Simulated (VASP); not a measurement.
A run of VASP 6.6.1 is set up as follows.

INCAR

```
SYSTEM = I
PREC     = Accurate       ! precision mode
ENCUT    = 600            ! plane-wave cutoff, eV
EDIFF    = 1E-6           ! SCF threshold, eV
ISMEAR   = -1             ! smearing method
SIGMA    = 0.05           ! smearing width, eV
LREAL    = .False.        ! projectors in reciprocal space
LASPH    = .True.         ! aspherical terms in the spheres
NELM     = 80             ! most SCF steps
ALGO     = Normal         ! electronic algorithm
ISIF     = 3              ! what is computed and relaxed
LWAVE    = .False.        ! write WAVECAR
LCHARG   = .False.        ! write CHGCAR
GGA      = PE             ! functional
IBRION   = 2              ! ionic algorithm
NSW      = 80             ! ionic steps
EDIFFG   = -0.01          ! ionic threshold
PSTRESS  = 300.0
```

Contents of KPOINTS:

```
Automatic mesh
0
Gamma
  10 10 10
  0 0 0
```

Contents of POSCAR:

```
I
1.0
    0.0000000000      3.4950000000      3.4950000000
    3.4950000000      0.0000000000      3.4950000000
    3.4950000000      3.4950000000      0.0000000000
I
2
Direct
    0.0000000000      0.0000000000      0.0000000000
    0.2500000000      0.2500000000      0.2500000000
```

Potentials or basis: VASP PAW PBE potentials, release 64 (I).

Run with:

```bash
$ cat potpaw_PBE.64/I/POTCAR > POTCAR
$ mpirun -np 1 vasp_std > vasp.out
```

Task: Predict the relaxed volume.

Result: 32.24 Å³/atom.

Task: Predict the relaxed cell.

Result: a = 4.501 Å, b = 4.501 Å, c = 4.501 Å, α = 60.00°, β = 60.00°, γ = 60.00°.

Task: Estimate the band gap on the k mesh.

Result: Zero (band 7 reaches 8.58 eV, above the bottom of band 8 at 4.78 eV).

Task: Predict the space group after relaxing (to 0.05 Å).

Result: Fd-3m (No. 227).

Final structure:
```yaml
crystal:
  lattice:
    - [0.00000, 3.18267, 3.18267]
    - [3.18267, 0.00000, 3.18267]
    - [3.18267, 3.18267, 0.00000]
  atoms:
    - { symbol: I, position: [0.00000, 0.00000, 0.00000] }
    - { symbol: I, position: [0.25000, 0.25000, 0.25000] }
```

Caveat: the cell is relaxed towards a set pressure, so the enthalpy falls and the energy may rise; the volume moved by over 15 % at a fixed basis, so the end points are rough; spin-orbit coupling is left out, which moves the levels of the heavy elements.
